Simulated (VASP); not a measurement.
Here is a VASP 6.6.1 calculation.

File INCAR:

```
SYSTEM = Nb
PREC     = Accurate       ! precision mode
ENCUT    = 520            ! plane-wave cutoff, eV
EDIFF    = 1E-7           ! SCF threshold, eV
ISMEAR   = -1             ! smearing method
SIGMA    = 0.3            ! smearing width, eV
LREAL    = .FALSE.        ! projectors in reciprocal space
LASPH    = .TRUE.         ! aspherical terms in the spheres
NELM     = 60             ! most SCF steps
ALGO     = Normal         ! electronic algorithm
ISIF     = 2              ! what is computed and relaxed
LWAVE    = .FALSE.        ! write WAVECAR
LCHARG   = .FALSE.        ! write CHGCAR
GGA      = PE             ! functional
NBANDS   = 12             ! bands
```

KPOINTS

```
regular mesh
0
G
  13 13 13
  0 0 0
```

Contents of POSCAR:

```
Nb
1.0
   -1.6547957147      1.6547957147      1.6547957147
    1.6547957147     -1.6547957147      1.6547957147
    1.6547957147      1.6547957147     -1.6547957147
Nb
1
Direct
    0.0000000000      0.0000000000      0.0000000000
```

Potentials or basis: VASP PAW PBE potentials, release 64 (Nb_sv).

Run with:

```bash
$ cat potpaw_PBE.64/Nb_sv/POTCAR > POTCAR
$ mpirun -np 1 vasp_std > vasp.out
```

Problem. What does it give for the pressure?

Solution. 1.6 GPa.
